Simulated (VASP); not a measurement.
# Si16HC16 (a cell with a defect) in VASP: single point with PBE

Aim: the single point of Si16HC16 (a cell with a defect) with PBE.

Everything below comes from runs of VASP 6.6.1. Logs are shortened: lines on timing, memory, paths and dates and some standing lists are left out, and cuts for length are marked.

**1. The cell of the first run**

The cell holds a defect, 33 atoms: a = 7.586 Å, b = 7.586 Å, c = 7.586 Å, α = 109.47°, β = 109.47°, γ = 109.47°.

**2. Single point, PBE**

The input, INCAR:

```
SYSTEM = Si16HC16
  PREC = Accurate
  ENCUT = 520
  EDIFF = 1E-6
  ISMEAR = -1
  SIGMA = 0.01
  LREAL = Auto
  LASPH = .TRUE.
  NELM = 120
  ALGO = Normal
  ISIF = 2
  LWAVE = .FALSE.
  LCHARG = .FALSE.
  GGA = PE
  NELECT = 128.0
  NBANDS = 86
  GGA_COMPAT = .FALSE.
```

The input, KPOINTS:

```
regular mesh
0
G
  1 1 1
  0 0 0
```

The input, POSCAR:

```
Si16HC16
1.0
   -4.3797050000      4.3797050000     -4.3797050000
    4.3797050000      4.3797050000      4.3797050000
    4.3797050000     -4.3797050000     -4.3797050000
Si C H
16 16 1
Direct
    0.0035575455      0.0008800821      0.7537490539
    0.0033326446      0.2507176853      0.5028595533
    0.0165510006      0.5186566219      0.2789472122
    0.0030382183      0.7494092639      0.0035422477
    0.2510278660      0.0026134180      0.5032727090
    0.2534988087      0.2506689377      0.2532565550
    0.2516031331      0.5027145664      0.0040002694
    0.2560019453      0.7551885344      0.7580172637
    0.5019590361      0.0008932108      0.2494057248
    0.5030270304      0.2572016837      0.0030466664
    0.5000293399      0.5017469213      0.7526501214
    0.5040765303      0.7511995671      0.5044081736
    0.7559254562     -0.0031889134      0.0038906730
    0.7411597356      0.2440743155      0.7271609618
    0.7514844036      0.5030269162      0.5035586872
    0.7514251531      0.7524996547      0.2543363080
    0.0049715677      0.0001133638      0.0035193010
   -0.0013043116      0.2488089951      0.7511365492
    0.0042827085      0.5048289782      0.5119541156
    0.0002560675      0.7508473744      0.2551823696
    0.2570394581      0.0043494939      0.7552320305
    0.2532184245      0.2521044226      0.5025676387
    0.2516603287      0.5012634413      0.2563759431
    0.2534019985      0.7523762445      0.0039737836
    0.4962812564     -0.0032714532      0.4960869511
    0.5056216115      0.2523951956      0.2514105402
    0.5015893765      0.5034516023      0.0034671285
    0.5031943932      0.7531524383      0.7547785753
    0.7521415255      0.0017216913      0.2526070820
    0.7664551608      0.2550845319      0.0062930038
    0.7479257165      0.4990938887      0.7516408069
    0.7542304790      0.7531310899      0.5043778063
   -0.0835272010      0.3428013987      0.0014483852
```

Potentials or basis: VASP PAW PBE potentials, release 64 (Si, C, H).

Started as:

```bash
$ cat potpaw_PBE.64/Si/POTCAR potpaw_PBE.64/C/POTCAR potpaw_PBE.64/H/POTCAR > POTCAR
$ mpirun -np 1 vasp_gam > vasp.out
```

OUTCAR:

```text
SYSTEM = Si16HC16
   PREC = Accurate
   ENCUT = 520
   EDIFF = 1E-6
   ISMEAR = -1
   LREAL = Auto
   LASPH = .TRUE.
   NELM = 120
   ISIF = 2
   GGA = PE
   NELECT = 128.0

 ion  position               nearest neighbor table
   1  0.004  0.001  0.754-  32 1.89  17 1.89  18 1.90  21 1.91  13 3.08  15 3.08   5 3.08   8 3.09
                            16 3.09  12 3.09   6 3.09  10 3.09   2 3.10   4 3.10   7 3.11  14 3.14
   2  0.003  0.251  0.503-  22 1.89  29 1.90  18 1.90  19 1.90  14 3.02   3 3.05   5 3.07  11 3.08
                            16 3.09  13 3.09   6 3.10   1 3.10   7 3.10   9 3.11  15 3.12   8 3.12
   3  0.017  0.519  0.279-  33 1.78  19 1.84  20 1.87  23 1.89  30 1.99   8 2.97   5 3.00  12 3.02
                            15 3.04   2 3.05  16 3.09   6 3.13   4 3.14
   4  0.003  0.749  0.004-  24 1.89  17 1.90  20 1.91  31 1.92  13 3.06   7 3.07   8 3.09   9 3.09
                             5 3.10  15 3.10   6 3.10   1 3.10  16 3.11  11 3.12  14 3.13   3 3.14
   5  0.251  0.003  0.503-  22 1.89  21 1.89  25 1.89  20 1.90   3 3.00  14 3.04   2 3.07   1 3.08
                             6 3.09  11 3.09  16 3.09   4 3.10  10 3.10   8 3.11  12 3.12   9 3.13
   6  0.253  0.251  0.253-  22 1.89  17 1.89  23 1.90  26 1.91  13 3.08  15 3.08   5 3.09   9 3.09
                            11 3.09   1 3.09   2 3.10  10 3.10  12 3.10   4 3.10   7 3.11   3 3.13
   7  0.252  0.503  0.004-  24 1.89  27 1.90  23 1.92  18 1.92   4 3.07  10 3.08   9 3.09   8 3.09
                            11 3.10  16 3.10  12 3.10   2 3.10   6 3.11   1 3.11
   8  0.256  0.755  0.758-  24 1.88  28 1.89  19 1.89  21 1.89   3 2.97   9 3.04  11 3.08   1 3.09
                             7 3.09   4 3.09  13 3.10  12 3.11  10 3.11   5 3.11   2 3.12  15 3.12
   9  0.502  0.001  0.249-  24 1.88  29 1.89  26 1.89  25 1.90  14 2.96   8 3.04  16 3.08   7 3.09
                             6 3.09   4 3.09  13 3.09   2 3.11  15 3.11  10 3.11  12 3.13   5 3.13
  10  0.503  0.257  0.003-  27 1.87  21 1.89  26 1.89  30 2.00  11 3.07  16 3.07   7 3.08   1 3.09
                             5 3.10   6 3.10  15 3.10   8 3.11   9 3.11
  11  0.500  0.502  0.753-  22 1.89  31 1.89  28 1.89  27 1.89  10 3.07  13 3.07   2 3.08   8 3.08
                            12 3.08   5 3.09   6 3.09  14 3.09   7 3.10  15 3.10  16 3.11   4 3.12
  12  0.504  0.751  0.504-  32 1.89  28 1.90  23 1.90  25 1.90   3 3.02  14 3.06  15 3.07  16 3.08
                            11 3.08   1 3.09  13 3.09   7 3.10   6 3.10   8 3.11   5 3.12   9 3.13
  13  0.756  0.997  0.004-  17 1.88  29 1.88  28 1.89  30 1.93   4 3.06  16 3.06  11 3.07   6 3.08
                             1 3.08   2 3.09  12 3.09   9 3.09   8 3.10
  14  0.741  0.244  0.727-  33 1.76  25 1.83  31 1.86  18 1.89  30 2.03   9 2.96  15 2.99   2 3.02
                             5 3.04  12 3.06  11 3.09   4 3.13   1 3.14
  15  0.751  0.503  0.504-  32 1.89  19 1.89  26 1.89  31 1.90  14 2.99   3 3.04  12 3.07   1 3.08
                             6 3.08  16 3.09   4 3.10  10 3.10  11 3.10   9 3.11   2 3.12   8 3.12
  16  0.751  0.752  0.254-  32 1.89  20 1.89  29 1.89  27 1.90  13 3.06  10 3.07  12 3.08   9 3.08
                             2 3.09  15 3.09   1 3.09   3 3.09   5 3.09   7 3.10  11 3.11   4 3.11
  17  0.005  0.000  0.004-  13 1.88   1 1.89   6 1.89   4 1.90
  18  0.999  0.249  0.751-  14 1.89   1 1.90   2 1.90   7 1.92
  19  0.004  0.505  0.512-   3 1.84   8 1.89  15 1.89   2 1.90
  20  0.000  0.751  0.255-   3 1.87  16 1.89   5 1.90   4 1.91
  21  0.257  0.004  0.755-  10 1.89   5 1.89   8 1.89   1 1.91
  22  0.253  0.252  0.503-  11 1.89   6 1.89   5 1.89   2 1.89
  23  0.252  0.501  0.256-   3 1.89  12 1.90   6 1.90   7 1.92
  24  0.253  0.752  0.004-   9 1.88   8 1.88   7 1.89   4 1.89
  25  0.496  0.997  0.496-  14 1.83   5 1.89   9 1.90  12 1.90
  26  0.506  0.252  0.251-  10 1.89  15 1.89   9 1.89   6 1.91
  27  0.502  0.503  0.003-  10 1.87  11 1.89   7 1.90  16 1.90
  28  0.503  0.753  0.755-  13 1.89   8 1.89  11 1.89  12 1.90
  29  0.752  0.002  0.253-  13 1.88   9 1.89  16 1.89   2 1.90
  30  0.766  0.255  0.006-  33 1.13  13 1.93   3 1.99  10 2.00  14 2.03
  31  0.748  0.499  0.752-  14 1.86  11 1.89  15 1.90   4 1.92
  32  0.754  0.753  0.504-   1 1.89  16 1.89  15 1.89  12 1.89
  33  0.916  0.343  0.001-  30 1.13  14 1.76   3 1.78

  LATTYP: Found a body centered cubic cell.
 ALAT       =     8.7594100000

  Lattice vectors:

 A1 = (  -4.3797050000,   4.3797050000,  -4.3797050000)
 A2 = (   4.3797050000,   4.3797050000,   4.3797050000)
 A3 = (   4.3797050000,  -4.3797050000,  -4.3797050000)

Analysis of symmetry for initial positions (statically):
=====================================================================
 Subroutine PRICEL returns:
 Original cell was already a primitive cell.

 Routine SETGRP: Setting up the symmetry group for a
 body centered cubic supercell.

 Subroutine GETGRP returns: Found  1 space group operations
 (whereof  1 operations were pure point group operations)
 out of a pool of 48 trial point group operations.

The static configuration has the point symmetry C_1 .

Analysis of symmetry for dynamics (positions and initial velocities):
=====================================================================
 Subroutine PRICEL returns:
[... 112 lines left out ...]
     0.114162940  0.114162940  0.000000000     0.000000000  1.000000000  0.000000000
     0.114162940  0.000000000 -0.114162940     0.000000000  0.000000000  1.000000000

  Length of vectors
     0.161450778  0.161450778  0.161450778

  Shift w.r.t. Gamma in fractional coordinates (k-lattice)
     0.000000000  0.000000000  0.000000000

 Subroutine IBZKPT returns following result:
 ===========================================

 Found      1 irreducible k-points:

 Following reciprocal coordinates:
            Coordinates               Weight
  0.000000  0.000000  0.000000      1.000000
   k-points           NKPTS =      1   k-points in BZ     NKDIM =      1   number of bands    NBANDS=     86
   number of dos      NEDOS =    301   number of ions     NIONS =     33
   total plane-waves  NPLWV = 175616
   dimension x,y,z NGX =    56 NGY =   56 NGZ =   56
   dimension x,y,z NGXF=   112 NGYF=  112 NGZF=  112
   ions per type =              16  16   1
   NGX,Y,Z   is equivalent  to a cutoff of  12.27, 12.27, 12.27 a.u.
   NGXF,Y,Z  is equivalent  to a cutoff of  24.55, 24.55, 24.55 a.u.
 SYSTEM =  Si16HC16
   PREC   = accura    normal or accurate (medium, high low for compatibility)
   ISTART =      0    job   : 0-new  1-cont  2-samecut
   ICHARG =      2    charge: 1-file 2-atom 10-const
   ISPIN  =      1    spin polarized calculation?
   LNONCOLLINEAR =      F non collinear calculations
   LSORBIT =      F    spin-orbit coupling
   LASPH  =      T    aspherical Exc in radial PAW
   ENCUT  =  520.0 eV  38.22 Ry    6.18 a.u.  14.10 14.10 14.10*2*pi/ulx,y,z
   NELM   =    120;   NELMIN=  2; NELMDL= -5     # of ELM steps
   EDIFF  = 0.1E-05   stopping-criterion for ELM
   LREAL  =      T    real-space projection
   EDIFFG = 0.1E-04   stopping-criterion for IOM
   NSW    =      0    number of steps for IOM
   IBRION =     -1    ionic relax: 0-MD 1-quasi-New 2-CG
   NFREE  =      0    steps in history (QN), initial steepest desc. (CG)
   ISIF   =      2    stress and relaxation
   ISYM   =      2    0-nonsym 1-usesym 2-fastsym
   POTIM  = 0.5000    time-step for ionic-motion
   TEBEG  =    0.0;   TEEND  =   0.0 temperature during run
   PSTRESS=    0.0 pullay stress
   NELECT =     128.0000    total number of electrons
   NUPDOWN=      -1.0000    fix difference up-down
   EMIN   =  10.00;   EMAX   =-10.00  energy-range for DOS
   EFERMI =   0.00;   METHOD = LEGACY
   ISMEAR =    -1;   SIGMA  =   0.01  broadening in eV -4-tet -1-fermi 0-gaus
   EFERMI_NEDOS =   21; number of points for ismear=-14 and -15
   IALGO  =     38    algorithm
   IMIX   =      4    mixing-type and parameters
     AMIX     =   0.40;   BMIX     =  1.00
     AMIX_MAG =   1.60;   BMIX_MAG =  1.00
  volume/ion in A,a.u.               =      10.18        68.72
  Fermi-wavevector in a.u.,A,eV,Ry     =   1.186716  2.242567 19.161000  1.408294
  Thomas-Fermi vector in A             =   2.322882
   LORBIT       =      0    0 simple, 1 ext, 2 COOP (PROOUT), +10 PAW based schemes
   GGA     = PE    functional components
   LHFCALC =     F    Hartree Fock is set to
   AEXX    =    0.0000 exact exchange contribution
   IVDW    =     0    specifies the selected vdW correction
   LEPSILON=     F    determine dielectric tensor
   LRPA    =     F    only Hartree local field effects (RPA)
 non-spin polarized calculation
  energy-cutoff  :      520.00
  volume of cell :      336.04
 maximum number of plane-waves:      4475
   NGX = 29   NGY = 29   NGZ = 29

 number of electron     127.9999999 magnetization

 Free energy of the ion-electron system (eV)
  ---------------------------------------------------
  ext. energy  EPLUGINS =         0.00000000
  ---------------------------------------------------
  free energy    TOTEN  =      -247.52165163 eV

  energy without entropy =     -247.52165163  energy(sigma->0) =     -247.52165163

 E-fermi :   8.3731     XC(G=0): -11.2601

 val. band max:        8.0801704868   @ k =   0.0000   0.0000   0.0000
 cond. band min:       9.2119277632   @ k =   0.0000   0.0000   0.0000
 fundamental gap:      1.1317572764
 Fermi energy:         8.3730713913

 k-point     1 :       0.0000    0.0000    0.0000
  band No.  band energies     occupation
      1      -7.5011      2.00000
      2      -5.7900      2.00000
      3      -4.4637      2.00000
      4      -4.3481      2.00000
      5      -4.2923      2.00000
      6      -4.2563      2.00000
[... 68 lines left out ...]
     75      13.4278      0.00000
     76      13.4752      0.00000
 [bands above 76 left out]

------------------------ aborting loop because EDIFF is reached ----------------------------------------

  FORCE on cell =-STRESS in cart. coord.  units (eV):
  Direction    XX          YY          ZZ          XY          YZ          ZX
  --------------------------------------------------------------------------------------
  -------------------------------------------------------------------------------------
  Total       -3.4265592     -8.6073841     -3.3483715      0.9139964      0.8452601     -2.9284437
  in kB      -16.3370734    -41.0380953    -15.9642917      4.3577318      4.0300126    -13.9621689
  external PRESSURE =     -24.4464868 kB  Pullay stress =       0.0000000 kB

 VOLUME and BASIS-vectors are now :
 -----------------------------------------------------------------------------
  energy-cutoff  :      520.00
  volume of cell :      336.04
      direct lattice vectors                 reciprocal lattice vectors
    -4.379705000  4.379705000 -4.379705000     0.000000000  0.114162940 -0.114162940
     4.379705000  4.379705000  4.379705000     0.114162940  0.114162940  0.000000000
     4.379705000 -4.379705000 -4.379705000     0.114162940  0.000000000 -0.114162940

 POSITION                                       TOTAL-FORCE (eV/Angst)
 -----------------------------------------------------------------------------------
      3.28947     -3.28176     -3.31292         0.028957      0.024127      0.002576
      3.28585     -1.08971     -1.11890         0.003663      0.043236      0.026681
      3.42078      1.12235      0.97737         0.169644      0.082479     -0.085135
      3.28440      3.27998      3.25337         0.035345     -0.012569      0.021760
      1.11620     -1.09331     -3.29217        -0.006294      0.043962      0.029725
      1.09680      1.09892     -1.12158        -0.009611      0.022193      0.007964
[... 25 lines left out ...]
      2.20421      4.39277     -2.21384        -0.010203      0.028336     -0.018014
     -2.50617      5.50891     -2.51886        -0.085150     -0.571420     -0.084343
 -----------------------------------------------------------------------------------
    total drift:                               -0.079176     -0.005025      0.108634

  FREE ENERGIE OF THE ION-ELECTRON SYSTEM (eV)
  ---------------------------------------------------
  free  energy   TOTEN  =      -247.5216516315 eV

  energy  without entropy=     -247.5216516315  energy(sigma->0) =     -247.52165163
```

It took 70 s on 1 thread of Intel Xeon Platinum 8375C at 2.90GHz (Ice Lake), shared host; peak memory 0.39 GiB.

What came out:

```yaml
Free_energy: -247.5217 eV
Largest_force: 0.584 eV/Å
```

Forces in eV/Å, atoms in the order of the input:
```
Si   0.029  0.024  0.003
Si   0.004  0.043  0.027
Si   0.170  0.082 -0.085
Si   0.035 -0.013  0.022
Si  -0.006  0.044  0.030
Si  -0.010  0.022  0.008
Si  -0.003  0.074  0.021
Si   0.038 -0.006 -0.029
Si  -0.011 -0.020  0.032
Si   0.068  0.066  0.014
Si  -0.011  0.032 -0.019
Si   0.039  0.061  0.007
Si  -0.049  0.022 -0.058
Si  -0.068  0.044  0.082
Si   0.024  0.025 -0.003
Si  -0.006  0.012 -0.001
C   -0.036 -0.016 -0.017
C   -0.010  0.037  0.002
C    0.015  0.002 -0.020
C   -0.008 -0.017 -0.013
C   -0.017  0.047 -0.054
C    0.003  0.040 -0.002
C    0.001  0.028  0.022
C   -0.053 -0.144 -0.034
C   -0.002  0.003  0.010
C   -0.035  0.025  0.000
C   -0.035 -0.007 -0.018
C    0.027  0.017  0.005
C    0.010  0.004  0.031
C    0.001 -0.014  0.129
C   -0.007  0.024  0.011
C   -0.010  0.028 -0.018
H   -0.085 -0.571 -0.084
```

Caveat: the k points lie up to 1.01 Å⁻¹ apart; the cell carries a net charge on a neutralising background, which shifts energy and pressure; the cell is charged against a uniform background, so pressure and absolute levels hang on convention.
